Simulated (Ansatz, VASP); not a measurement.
# Nb2SnSe in VASP and in Ansatz

```
CELL_PARAMETERS angstrom
3.38043 0.00000 0.00000
-1.69021 2.92753 0.00000
0.00000 0.00000 7.79815
ATOMIC_POSITIONS crystal
Nb 0.33333 0.66667 0.72495
Nb 0.33333 0.66667 0.27505
Sn 0.66667 0.33333 0.00000
Se 0.00000 0.00000 0.50000
```

Alike in both runs: task relaxation of cell and atoms; functional PBE; k mesh 12 × 12 × 6; occupations gaussian, width 0.1 eV; no spin polarisation.

```csv
,VASP,Ansatz
version,VASP 6.6.1,Ansatz 0.2.0
potentials or method,"VASP PAW PBE potentials, release 64 (Nb_sv, Sn_d, Se), cutoff 600 eV","scalar-relativistic, plane waves, PAW"
valence electrons in the cell,46,56
```

Ansatz gave:

```
gap on the k mesh at the Fermi level, each at its own relaxed structure (eV)  : none
relaxed volume (Å³/atom)                                                      : 19.29
relaxed length of the cell vector where the two differ most in proportion (Å) : 7.798
```

Question: Which values does VASP return?

Answer: gap on the k mesh at the Fermi level, each at its own relaxed structure (eV): none; relaxed volume (Å³/atom): 19.28; relaxed length of the cell vector where the two differ most in proportion (Å): 7.796.

A gap of «none» marks a metal or a gap that the smearing closes. VASP's potentials hold 46 valence electrons a cell and Ansatz's 56, so a difference there can come from the potentials and not from the codes.
